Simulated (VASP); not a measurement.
Set up this calculation in VASP 6.6.1, as the native input.

| Item | Value |
| --- | --- |
| Task | single point |
| Functional | PBE |
| Potentials or basis | VASP PAW PBE potentials, release 64 (Sn_d, Pb_d, O) |
| Cutoff | 520 eV |
| k mesh | 4 × 4 × 2 |
| Occupations | gaussian, width 0.1 eV |
| Spin | no spin polarisation |
| Dipole correction | no |
| Further INCAR settings | ALGO = Normal; EDIFF = 1e-06; NBANDS = 50 |

The structure of Sn3PbO4 lies in POSCAR:

```
Sn3PbO4
1.0
    3.8615879700      0.0000000000      0.0000000000
    0.0000000000      3.8615879700      0.0000000000
    0.0000000000      0.0000000000     10.1568546200
Sn Pb O
3 1 4
Direct
    0.5000000000      0.5000000000      0.6129873900
    0.0000000000      0.0000000000      0.3870126100
    0.0000000000      0.0000000000      0.8870126100
    0.5000000000      0.5000000000      0.1129873900
    0.5000000000      0.0000000000      0.0000000000
    0.5000000000      0.0000000000      0.5000000000
    0.0000000000      0.5000000000      0.0000000000
    0.0000000000      0.5000000000      0.5000000000
```

These files were run (other wordings do the same):

INCAR

```
PREC = Accurate ; ENCUT = 520
EDIFF = 1E-6 ; ISMEAR = 0
SIGMA = 0.1 ; LREAL = F
LASPH = T ; NELM = 80
ALGO = Normal ; ISIF = 2
LWAVE = F ; LCHARG = F
GGA = PE ; NBANDS = 50
```

KPOINTS

```
regular mesh
0
Gamma
  4 4 2
```

Potentials or basis: VASP PAW PBE potentials, release 64 (Sn_d, Pb_d, O).

The run is started by

```bash
$ cat potpaw_PBE.64/Sn_d/POTCAR potpaw_PBE.64/Pb_d/POTCAR potpaw_PBE.64/O/POTCAR > POTCAR
$ mpirun -np 1 vasp_std > vasp.out
```

Results of the run:

```yaml
Pressure: 4.3 GPa
Largest_force: 2.089 eV/Å
Band_gap_on_the_k_mesh: 0.75 eV (least direct gap 1.71 eV)
```

Caveat: the cell stands under pressure; spin-orbit coupling is left out, which moves the levels of the heavy elements; forces of over 1 eV/Å act on the atoms, so gaps and moduli don't describe the material at rest.

Wall time 3.1 min on 1 thread of Intel Xeon 8259CL, on a shared host, peak memory 0.29 GiB.
